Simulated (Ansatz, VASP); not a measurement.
# One calculation of B, two programs

```
B
1.0
    -1.16071    1.16071    1.16071
     1.16071   -1.16071    1.16071
     1.16071    1.16071   -1.16071
B
1
Direct
  0.00000 0.00000 0.00000
```

Alike in both runs: functional RPBE; k mesh 18 × 18 × 18; occupations fermi-dirac, width 0.1 eV; no spin polarisation.

Ansatz relaxed the structure, and its values are those at the end. VASP's run is a single point on that final structure, the one shown.

|  | VASP | Ansatz |
| --- | --- | --- |
| version | VASP 6.6.1 | Ansatz 0.2.0 |
| potentials or method | VASP PAW PBE potentials, release 64 (B), cutoff 520 eV | plane waves (420 eV) with PAW, scalar-relativistic |
| valence electrons in the cell | 3 | 3 |

```tsv
	VASP	Ansatz	Ansatz less VASP
pressure (GPa)	-0.3	0.0	+0.32
```

VASP's potentials were made for PBE, not for RPBE. With one functional, cell and mesh, what is left measures potentials, basis and numerics.
